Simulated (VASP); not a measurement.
# PbSe (Fm-3m) in VASP: single point with r2SCAN

Aim: the single point of PbSe with r2SCAN.

All numbers are computed with VASP 6.6.1; they aren't measurements. Logs are shortened: lines on timing, memory, paths and dates and some standing lists are left out, and cuts for length are marked.

### Step 1. The cell of the first run

It takes space group Fm-3m (No. 225, cubic). The conventional cell has a = 6.218 Å, b = 6.218 Å, c = 6.218 Å, α = 90.00°, β = 90.00°, γ = 90.00°. Pb (site symmetry m-3m) has 6 Se at 3.11 Å within 4.1 Å. Se (site symmetry m-3m) has 6 Pb at 3.11 Å within 4.1 Å.

### Step 2. Single point, r2SCAN

The input, POSCAR:

```
PbSe
1.0
    4.3966434158      0.0000000000      0.0000000000
    0.0000000000      4.3966434158      0.0000000000
    0.0000000000      0.0000000000      6.2177927488
Pb Se
2 2
Direct
    0.0000000000      0.0000000000      0.0000000000
    0.5000000000      0.5000000000      0.5000000000
    0.5000000000      0.5000000000      0.0000000000
    0.0000000000      1.0000000000      0.5000000000
```

The input, INCAR.step1:

```
SYSTEM = PbSe
PREC     = Accurate       ! precision mode
ENCUT    = 550            ! plane-wave cutoff, eV
ISMEAR   = 0              ! smearing method
SIGMA    = 0.02           ! smearing width, eV
LREAL    = .False.        ! projectors in reciprocal space
LASPH    = .True.         ! aspherical terms in the spheres
NELM     = 120            ! most SCF steps
NBANDS   = 28             ! bands
GGA      = PE             ! functional
ALGO     = Normal         ! electronic algorithm
EDIFF    = 1E-5           ! SCF threshold, eV
LWAVE    = .True.         ! write WAVECAR
LCHARG   = .False.        ! write CHGCAR
GGA_COMPAT= .False.
```

The input, INCAR.step2:

```
SYSTEM = PbSe
PREC     = Accurate       ! precision mode
ENCUT    = 550            ! plane-wave cutoff, eV
EDIFF    = 1E-6           ! SCF threshold, eV
ISMEAR   = 0              ! smearing method
SIGMA    = 0.02           ! smearing width, eV
LREAL    = .False.        ! projectors in reciprocal space
LASPH    = .True.         ! aspherical terms in the spheres
NELM     = 120            ! most SCF steps
ALGO     = Normal         ! electronic algorithm
ISIF     = 2              ! what is computed and relaxed
LWAVE    = .False.        ! write WAVECAR
LCHARG   = .True.         ! write CHGCAR
METAGGA  = R2SCAN         ! meta-GGA
LMIXTAU  = .True.       
LELF     = .True.         ! ELF
LVHAR    = .True.       
NBANDS   = 28             ! bands
ISTART   = 1            
GGA_COMPAT= .False.
```

The input, KPOINTS:

```
Automatic mesh
0
Gamma
  8 8 6
  0 0 0
```

Potentials or basis: VASP PAW PBE potentials, release 64 (Pb_d, Se).

Launch:

```
$ cat potpaw_PBE.64/Pb_d/POTCAR potpaw_PBE.64/Se/POTCAR > POTCAR
$ cp INCAR.step1 INCAR
$ mpirun -np 1 vasp_std > vasp.out
$ cp INCAR.step2 INCAR
$ mpirun -np 1 vasp_std > vasp.out
```

OUTCAR:

```text
SYSTEM = PbSe
   PREC = Accurate
   ENCUT = 550
   EDIFF = 1E-6
   ISMEAR = 0
   LREAL = .False.
   LASPH = .True.
   NELM = 120
   ISIF = 2
   METAGGA = R2SCAN
   ISTART = 1

 ion  position               nearest neighbor table
   1  0.000  0.000  0.000-   3 3.11   3 3.11   3 3.11   3 3.11   4 3.11   4 3.11
   2  0.500  0.500  0.500-   4 3.11   4 3.11   4 3.11   4 3.11   3 3.11   3 3.11
   3  0.500  0.500  0.000-   1 3.11   1 3.11   1 3.11   1 3.11   2 3.11   2 3.11
   4  0.000  0.000  0.500-   2 3.11   2 3.11   2 3.11   2 3.11   1 3.11   1 3.11

  LATTYP: Found a simple tetragonal cell.
 ALAT       =     4.3966434158
 C/A-ratio  =     1.4142135627

  Lattice vectors:

 A1 = (   4.3966434158,   0.0000000000,   0.0000000000)
 A2 = (   0.0000000000,   4.3966434158,   0.0000000000)
 A3 = (   0.0000000000,   0.0000000000,   6.2177927488)

Analysis of symmetry for initial positions (statically):
=====================================================================
 Subroutine PRICEL returns following result:

  LATTYP: Found a face centered cubic cell.
 ALAT       =     6.2177927482

  Lattice vectors:

 A1 = (  -2.1983217079,  -2.1983217079,  -3.1088963744)
 A2 = (   2.1983217079,  -2.1983217079,  -3.1088963744)
 A3 = (   0.0000000000,  -4.3966434158,  -0.0000000000)

   2 primitive cells build up your supercell.

 Routine SETGRP: Setting up the symmetry group for a
 simple tetragonal supercell.

 Subroutine GETGRP returns: Found 16 space group operations
 (whereof 16 operations were pure point group operations)
 out of a pool of 16 trial point group operations.

The static configuration has the point symmetry D_4h.

Analysis of symmetry for dynamics (positions and initial velocities):
=====================================================================
 Subroutine PRICEL returns following result:

  LATTYP: Found a face centered cubic cell.
 ALAT       =     6.2177927482

  Lattice vectors:

 A1 = (  -2.1983217079,  -2.1983217079,  -3.1088963744)
 A2 = (   2.1983217079,  -2.1983217079,  -3.1088963744)
 A3 = (   0.0000000000,  -4.3966434158,  -0.0000000000)

   2 primitive cells build up your supercell.

 Routine SETGRP: Setting up the symmetry group for a
 simple tetragonal supercell.

 Subroutine GETGRP returns: Found 16 space group operations
 (whereof 16 operations were pure point group operations)
 out of a pool of 16 trial point group operations.

The dynamic configuration has the point symmetry D_4h.

 Subroutine INISYM returns: Found 16 space group operations
 (whereof 16 operations are pure point group operations),
 and found     2 'primitive' translations

----------------------------------------------------------------------------------------

                                     Primitive cell

  volume of cell :      60.0964

  direct lattice vectors                    reciprocal lattice vectors
    -2.198321708 -2.198321708 -3.108896374    -0.227446237  0.000000000 -0.160828776
     2.198321708 -2.198321708 -3.108896374     0.227446237  0.000000000 -0.160828776
     0.000000000 -4.396643416 -0.000000000    -0.000000000 -0.227446237  0.160828776

  length of vectors
     4.396643416  4.396643416  4.396643416     0.278563612  0.278563612  0.278563612

  position of ions in fractional coordinates (direct lattice)
     0.000000000  0.000000000  0.000000000
     0.500000000  0.500000000  0.500000000

  ion indices of the primitive-cell ions
   primitive index   ion index
                 1           1
                 2           4

----------------------------------------------------------------------------------------

 KPOINTS: Automatic mesh

Automatic generation of k-mesh.
 Grid dimensions read from file:
 generate k-points for:    8    8    6

 Generating k-lattice:

  Cartesian coordinates                     Fractional coordinates (reciprocal lattice)
     0.028430780  0.000000000  0.000000000     0.125000000  0.000000000  0.000000000
     0.000000000  0.028430780  0.000000000     0.000000000  0.125000000  0.000000000
     0.000000000  0.000000000  0.026804796     0.000000000  0.000000000  0.166666667

  Length of vectors
     0.028430780  0.028430780  0.026804796

  Shift w.r.t. Gamma in fractional coordinates (k-lattice)
     0.000000000  0.000000000  0.000000000

 Subroutine IBZKPT returns following result:
 ===========================================

 Found     60 irreducible k-points:

 Following reciprocal coordinates:
            Coordinates               Weight
  0.000000  0.000000  0.000000      1.000000
  0.125000  0.000000  0.000000      4.000000
  0.250000  0.000000  0.000000      4.000000
  0.375000  0.000000  0.000000      4.000000
  0.500000  0.000000  0.000000      2.000000
  0.125000  0.125000  0.000000      4.000000
[... 16 lines left out ...]
  0.375000  0.125000  0.166667     16.000000
  0.500000  0.125000  0.166667      8.000000
 [... further k-points ...]
   k-points           NKPTS =     60   k-points in BZ     NKDIM =     60   number of bands    NBANDS=     28
   number of dos      NEDOS =    301   number of ions     NIONS =      4
   total plane-waves  NPLWV =  62208
   dimension x,y,z NGX =    36 NGY =   36 NGZ =   48
   dimension x,y,z NGXF=    72 NGYF=   72 NGZF=   96
   ions per type =               2   2
   NGX,Y,Z   is equivalent  to a cutoff of  13.61, 13.61, 12.83 a.u.
   NGXF,Y,Z  is equivalent  to a cutoff of  27.22, 27.22, 25.67 a.u.
 SYSTEM =  PbSe
   PREC   = accura    normal or accurate (medium, high low for compatibility)
   ISTART =      1    job   : 0-new  1-cont  2-samecut
   ICHARG =      0    charge: 1-file 2-atom 10-const
   ISPIN  =      1    spin polarized calculation?
   LNONCOLLINEAR =      F non collinear calculations
   LSORBIT =      F    spin-orbit coupling
   LASPH  =      T    aspherical Exc in radial PAW
   ENCUT  =  550.0 eV  40.42 Ry    6.36 a.u.   8.41  8.41 11.89*2*pi/ulx,y,z
   NELM   =    120;   NELMIN=  2; NELMDL=  0     # of ELM steps
   EDIFF  = 0.1E-05   stopping-criterion for ELM
   LREAL  =      F    real-space projection
   EDIFFG = 0.1E-04   stopping-criterion for IOM
   NSW    =      0    number of steps for IOM
   IBRION =     -1    ionic relax: 0-MD 1-quasi-New 2-CG
   NFREE  =      0    steps in history (QN), initial steepest desc. (CG)
   ISIF   =      2    stress and relaxation
   ISYM   =      2    0-nonsym 1-usesym 2-fastsym
   POTIM  = 0.5000    time-step for ionic-motion
   TEBEG  =    0.0;   TEEND  =   0.0 temperature during run
   PSTRESS=    0.0 pullay stress
   NELECT =      40.0000    total number of electrons
   NUPDOWN=      -1.0000    fix difference up-down
   EMIN   =  10.00;   EMAX   =-10.00  energy-range for DOS
   EFERMI =   0.00;   METHOD = LEGACY
   ISMEAR =     0;   SIGMA  =   0.02  broadening in eV -4-tet -1-fermi 0-gaus
   EFERMI_NEDOS =   21; number of points for ismear=-14 and -15
   IALGO  =     38    algorithm
   IMIX   =      4    mixing-type and parameters
     AMIX     =   0.40;   BMIX     =  1.00
     AMIX_MAG =   1.60;   BMIX_MAG =  1.00
  volume/ion in A,a.u.               =      30.05       202.78
  Fermi-wavevector in a.u.,A,eV,Ry     =   1.134493  2.143881 17.511718  1.287075
  Thomas-Fermi vector in A             =   2.271197
   LORBIT       =      0    0 simple, 1 ext, 2 COOP (PROOUT), +10 PAW based schemes
   METAGGA = R2SCAN    functional components
   LHFCALC =     F    Hartree Fock is set to
   AEXX    =    0.0000 exact exchange contribution
   IVDW    =     0    specifies the selected vdW correction
   LEPSILON=     F    determine dielectric tensor
   LRPA    =     F    only Hartree local field effects (RPA)
 non-spin polarized calculation
 Gauss-broadening in eV      SIGMA  =   0.02
  energy-cutoff  :      550.00
  volume of cell :      120.19
 maximum number of plane-waves:      3563
 NGX is ok and might be reduce to    36
   NGX = 17   NGY = 17   NGZ = 23

 number of electron      39.9999993 magnetization

 Free energy of the ion-electron system (eV)
  ---------------------------------------------------
  ext. energy  EPLUGINS =         0.00000000
  ---------------------------------------------------
  free energy    TOTEN  =      -143.87219723 eV

  energy without entropy =     -143.87219723  energy(sigma->0) =     -143.87219723

 E-fermi :   4.4023     XC(G=0):  -9.8371

 val. band max:        4.3037166391   @ k =   0.5000   0.0000   0.5000
 cond. band min:       5.0345150854   @ k =   0.5000   0.0000   0.5000
 fundamental gap:      0.7307984462
 Fermi energy:         4.4023218322

 k-point     1 :       0.0000    0.0000    0.0000
  band No.  band energies     occupation
      1     -13.1582      2.00000
      2     -13.0694      2.00000
      3     -13.0550      2.00000
      4     -13.0550      2.00000
      5     -13.0550      2.00000
      6     -13.0491      2.00000
[... 20 lines left out ...]
     27      10.6057      0.00000
     28      11.4007      0.00000

 k-point     2 :       0.1250    0.0000    0.0000
  band No.  band energies     occupation
      1     -13.1503      2.00000
      2     -13.0657      2.00000
      3     -13.0549      2.00000
      4     -13.0536      2.00000
      5     -13.0535      2.00000
      6     -13.0515      2.00000
[... 20 lines left out ...]
     27      10.4461      0.00000
     28      11.2062      0.00000

 k-point     3 :       0.2500    0.0000    0.0000
  band No.  band energies     occupation
      1     -13.1299      2.00000
      2     -13.0572      2.00000
      3     -13.0570      2.00000
      4     -13.0562      2.00000
      5     -13.0541      2.00000
      6     -13.0492      2.00000
[... 20 lines left out ...]
     27      10.6146      0.00000
     28      11.3240      0.00000

 k-point     4 :       0.3750    0.0000    0.0000
  band No.  band energies     occupation
      1     -13.1049      2.00000
      2     -13.0665      2.00000
      3     -13.0620      2.00000
      4     -13.0560      2.00000
      5     -13.0514      2.00000
      6     -13.0446      2.00000
[... 578 lines left out ...]
     27      10.5980      0.00000
     28      11.3025      0.00000

 k-point    23 :       0.3750    0.1250    0.1667
  band No.  band energies     occupation
      1     -13.1047      2.00000
      2     -13.0811      2.00000
      3     -13.0581      2.00000
      4     -13.0560      2.00000
      5     -13.0548      2.00000
      6     -13.0442      2.00000
[... 20 lines left out ...]
     27      10.7820      0.00000
     28      12.3546      0.00000

 k-point    24 :       0.5000    0.1250    0.1667
  band No.  band energies     occupation
      1     -13.0924      2.00000
      2     -13.0924      2.00000
      3     -13.0589      2.00000
      4     -13.0589      2.00000
      5     -13.0506      2.00000
      6     -13.0506      2.00000
[... 20 lines left out ...]
     27      11.4517      0.00000
     28      11.4517      0.00000

 [... further k-points ...]

------------------------ aborting loop because EDIFF is reached ----------------------------------------

  FORCE on cell =-STRESS in cart. coord.  units (eV):
  Direction    XX          YY          ZZ          XY          YZ          ZX
  --------------------------------------------------------------------------------------
  -------------------------------------------------------------------------------------
  Total       -0.7153045     -0.7153045     -0.7052613      0.0000000     -0.0000000      0.0000000
  in kB       -9.5350469     -9.5350469     -9.4011701      0.0000000     -0.0000000      0.0000000
  external PRESSURE =      -9.4904213 kB  Pullay stress =       0.0000000 kB

 VOLUME and BASIS-vectors are now :
 -----------------------------------------------------------------------------
  energy-cutoff  :      550.00
  volume of cell :      120.19
      direct lattice vectors                 reciprocal lattice vectors
     4.396643416  0.000000000  0.000000000     0.227446237  0.000000000  0.000000000
     0.000000000  4.396643416  0.000000000     0.000000000  0.227446237  0.000000000
     0.000000000  0.000000000  6.217792749     0.000000000  0.000000000  0.160828776

 POSITION                                       TOTAL-FORCE (eV/Angst)
 -----------------------------------------------------------------------------------
      0.00000      0.00000      0.00000         0.000000      0.000000      0.000000
      2.19832      2.19832      3.10890         0.000000      0.000000     -0.000000
      2.19832      2.19832      0.00000        -0.000000     -0.000000      0.000000
      0.00000      0.00000      3.10890         0.000000      0.000000      0.000000
 -----------------------------------------------------------------------------------
    total drift:                                0.000000      0.000000      0.000000

  FREE ENERGIE OF THE ION-ELECTRON SYSTEM (eV)
  ---------------------------------------------------
  free  energy   TOTEN  =      -143.8721972329 eV

  energy  without entropy=     -143.8721972329  energy(sigma->0) =     -143.87219723
```

Run time: 16 min. Hardware: 1 thread of Oxide Virtual Turin-like, shared host; peak memory 0.34 GiB.

What came out:

- Free energy: -143.8722 eV
- Pressure: -0.9 GPa
- Band gap on the k mesh: 0.73 eV

Caveat: the PAW data sets were made with another functional, which shifts forces and pressure a little; spin-orbit coupling is left out, which moves the levels of the heavy elements.
